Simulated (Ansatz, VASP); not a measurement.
# Two plane-wave programs on Al3GaN4

The input INCAR:

```
SYSTEM = Al3GaN4
  PREC = Accurate
  ENCUT = 520
  EDIFF = 1E-7
  ISMEAR = 0
  SIGMA = 0.05
  LREAL = .FALSE.
  LASPH = .TRUE.
  NELM = 60
  ALGO = Normal
  ISIF = 2
  LWAVE = .FALSE.
  LCHARG = .FALSE.
  GGA = PS
  NBANDS = 31
```

The input KPOINTS:

```
Automatic mesh
0
G
  6 8 4
  0 0 0
```

Contents of POSCAR:

```
Al3GaN4
1.0
    4.9822365814      0.0845632834     -0.1896770139
    0.0524803672      2.9282462422      0.0819533775
   -0.2070857825      0.1418026903      5.4417849604
Al Ga N
3 1 4
Direct
    0.4943655207      0.4960787057      0.1660043668
    0.0025589850      0.4995112793      0.8349068166
    0.0042968195      0.0181375527      0.3344662651
    0.4995187922      0.0010730584      0.6710500523
    0.1150216489      0.0069367544      0.6653207394
    0.1237676427      0.4930101801      0.1659168955
    0.6160354654      0.4908506737      0.8309454502
    0.6280341256     -0.0055982042      0.3313904140
```

Input for Ansatz:

```yaml
crystal:
  lattice:
    - [4.9822365814, 0.0845632834, -0.1896770139]
    - [0.0524803672, 2.9282462422, 0.0819533775]
    - [-0.2070857825, 0.1418026903, 5.4417849604]
  atoms:
    - { symbol: Al, position: [0.4943655207, 0.4960787057, 0.1660043668] }
    - { symbol: Al, position: [0.002558985, 0.4995112793, 0.8349068166] }
    - { symbol: Al, position: [0.0042968195, 0.0181375527, 0.3344662651] }
    - { symbol: Ga, position: [0.4995187922, 0.0010730584, 0.6710500523] }
    - { symbol: "N", position: [0.1150216489, 0.0069367544, 0.6653207394] }
    - { symbol: "N", position: [0.1237676427, 0.4930101801, 0.1659168955] }
    - { symbol: "N", position: [0.6160354654, 0.4908506737, 0.8309454502] }
    - { symbol: "N", position: [0.6280341256, -0.0055982042, 0.331390414] }
basis:
  ecutwfc: 420
kpoints:
  mp_grid: { grid: [6, 8, 4] }
hamiltonian:
  xc: pbesol
scf:
  occupations: { method: gaussian, width: 0.05 }
output:
  forces: true
  stress: true
  eigenvalues: true
```

Change from the starting cell: all atoms moved at random (sigma 0.03 Å a component), cell strained at random (sigma 0.05).

Alike in both runs: task single point; functional PBEsol; k mesh 6 × 8 × 4; occupations gaussian, width 0.05 eV; no spin polarisation.

```csv
,VASP,Ansatz
version,VASP 6.6.1,Ansatz 0.2.0
potentials or method,"VASP PAW PBE potentials, release 64 (Al, Ga_d, N), cutoff 520 eV","scalar-relativistic, plane waves, PAW"
valence electrons in the cell,42,42
```

Ansatz gave:

| Item | Value |
| --- | --- |
| gap on the k mesh at the Fermi level (eV) | 3.69 |
| least direct gap on the mesh (eV) | 3.69 |
| pressure (GPa) | 20.7 |
| traceless stress, the component that is largest in VASP (GPa) | 19.52 |
| rms of the force components (eV/Å) | 1.215 |

Question: Estimate VASP's values.

Answer: gap on the k mesh at the Fermi level (eV): 3.71; least direct gap on the mesh (eV): 3.71; pressure (GPa): 20.7; traceless stress, the component that is largest in VASP (GPa): 19.55; rms of the force components (eV/Å): 1.207.

VASP's potentials were made for PBE, not for PBEsol. Atom by atom the forces differ by 0.022 eV/Å (rms over components). With one functional, cell and mesh, what is left measures potentials, basis and numerics.
